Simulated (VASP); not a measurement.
H2CI2: single point with r2SCAN

The system is H2CI2.

```xyz
5
Lattice="0.0000 6.5747 2.4084 3.7617 0.0000 2.4084 3.7617 6.5747 0.0000" Properties=species:S:1:pos:R:3 pbc="T T T"
H     4.6620    6.5747    4.1909
H     2.8613    6.5747    4.1909
C     3.7617    6.5747    4.7953
I     3.7617    8.3668    1.1569
I     3.7617    4.7826    1.1569
```

```
Program                : VASP 6.6.1
Task                   : single point
Functional             : r2SCAN
Potentials or basis    : VASP PAW PBE potentials, release 64 (H, C, I)
Cutoff                 : 520 eV
k mesh                 : 6 × 6 × 6
Occupations            : gaussian, width 0.02 eV
Spin                   : no spin polarisation
Dipole correction      : no
Further INCAR settings : ALGO = Normal; EDIFF = 1e-07; NBANDS = 18
```

```json
{
 "Pressure": "-0.1 GPa",
 "Largest force": "0.103 eV/Å",
 "Band gap on the k mesh": "3.22 eV (least direct gap 3.31 eV)"
}
```

Forces in eV/Å, atoms in the order of the input:
```
H    0.059  0.000 -0.037
H   -0.059  0.000 -0.037
C    0.000  0.000  0.103
I    0.000 -0.033 -0.015
I    0.000  0.033 -0.015
```

Stress tensor (GPa, compression positive):
```
 0.09  0.00  0.00
 0.00 -0.21  0.00
 0.00  0.00 -0.05
```

Levels at points of the mesh, in eV from the valence-band top:
```tsv
k point	band 8	band 9	band 10	band 11	band 12	band 13
(0.00, 0.00, 0.00)	-0.20	-0.01	0.00	3.31	5.30	5.76
(0.50, 0.00, 0.00)	-0.84	-0.52	-0.14	3.85	5.14	6.23
(0.50, 0.50, 0.00)	-1.38	-0.51	-0.42	3.49	4.60	7.66
(0.50, 0.00, 0.50)	-0.35	-0.13	-0.10	3.22	4.92	6.86
(0.00, 0.50, 0.50)	-1.12	-0.89	-0.25	3.63	4.90	7.12
```

Run time: 5.8 min on 1 thread of Intel(R) Xeon(R) 6975P-C (Granite Rapids), on a shared host, peak memory 0.41 GiB.

Caveat: the PAW data sets were made with another functional, which shifts forces and pressure a little; spin-orbit coupling is left out, which moves the levels of the heavy elements. r2SCAN opens gaps a little over a GGA but as a rule still falls short of measured ones.
